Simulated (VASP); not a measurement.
Wanted: the native input for a VASP 6.6.1 run.

```yaml
Task: single point
Functional: r2SCAN
Potentials_or_basis: VASP PAW PBE potentials, release 64 (Al, Fe)
Cutoff: 660 eV
k_mesh: 12 × 12 × 16
Occupations: gaussian, width 0.05 eV
Spin: collinear spin, antiferromagnetic start
Starting_moments: "[0.0, 0.0, 2.4, -2.4] μB"
Dipole_correction: no
Further_INCAR_settings: ALGO = Normal; EDIFF = 1e-06; NBANDS = 23
```

AlFe:

```
CELL_PARAMETERS angstrom
0.00000 2.99574 2.99574
0.00000 -2.99574 2.99574
2.69987 0.00000 0.00000
ATOMIC_POSITIONS crystal
Al 0.00000 0.00000 0.00000
Al 0.50000 0.50000 0.00000
Fe 0.50000 0.00000 0.50000
Fe 0.00000 0.50000 0.50000
```

These files were run (other wordings do the same):

POSCAR

```
AlFe
1.0
    0.0000000000      2.9957430902      2.9957430902
    0.0000000000     -2.9957430902      2.9957430902
    2.6998680775      0.0000000000      0.0000000000
Al Fe
2 2
Direct
    0.0000000000      0.0000000000      0.0000000000
    0.5000000000      0.5000000000      0.0000000000
    0.5000000000      0.0000000000      0.5000000000
    1.0000000000      0.5000000000      0.5000000000
```

INCAR.step1

```
SYSTEM = AlFe
PREC = Accurate
ENCUT = 660
ISMEAR = 0
SIGMA = 0.05
LREAL = .FALSE.
LASPH = .TRUE.
NELM = 200
ISPIN = 2
MAGMOM = 0 0 2.4 -2.4
LMAXMIX = 4
NBANDS = 23
GGA = PE
ALGO = Normal
EDIFF = 1E-5
LWAVE = .TRUE.
LCHARG = .FALSE.
GGA_COMPAT = .FALSE.
KPAR = 4
```

INCAR.step2

```
SYSTEM = AlFe
PREC = Accurate
ENCUT = 660
EDIFF = 1E-6
ISMEAR = 0
SIGMA = 0.05
LREAL = .FALSE.
LASPH = .TRUE.
NELM = 200
ALGO = Normal
ISIF = 2
LWAVE = .FALSE.
LCHARG = .FALSE.
ISPIN = 2
MAGMOM = 0 0 2.4 -2.4
LORBIT = 11
LMAXMIX = 4
METAGGA = R2SCAN
LMIXTAU = .TRUE.
NBANDS = 23
ISTART = 1
GGA_COMPAT = .FALSE.
KPAR = 4
```

KPOINTS

```
regular mesh
0
G
  12 12 16
  0 0 0
```

Potentials or basis: VASP PAW PBE potentials, release 64 (Al, Fe).

Launch:

```sh
$ cat potpaw_PBE.64/Al/POTCAR potpaw_PBE.64/Fe/POTCAR > POTCAR
$ cp INCAR.step1 INCAR
$ mpirun -np 4 vasp_std > vasp.out
$ cp INCAR.step2 INCAR
$ mpirun -np 4 vasp_std > vasp.out
```

It gave:

The pressure is 3.9 GPa. The band gap on the k mesh is zero (filled and empty bands overlap). The net moment is 0.00 μB per cell and the site moments are Al +0.00; Fe +2.08, -2.08 μB. The valence electrons inside the program's atomic spheres are Al 0.86; Fe 7.36.

Caveat: the cell stands under pressure; the PAW data sets were made with another functional, which shifts forces and pressure a little.

It took 6.1 min on 4 MPI ranks on Intel(R) Xeon(R) 6975P-C (Granite Rapids), on a shared host, peak memory 0.65 GiB a rank.
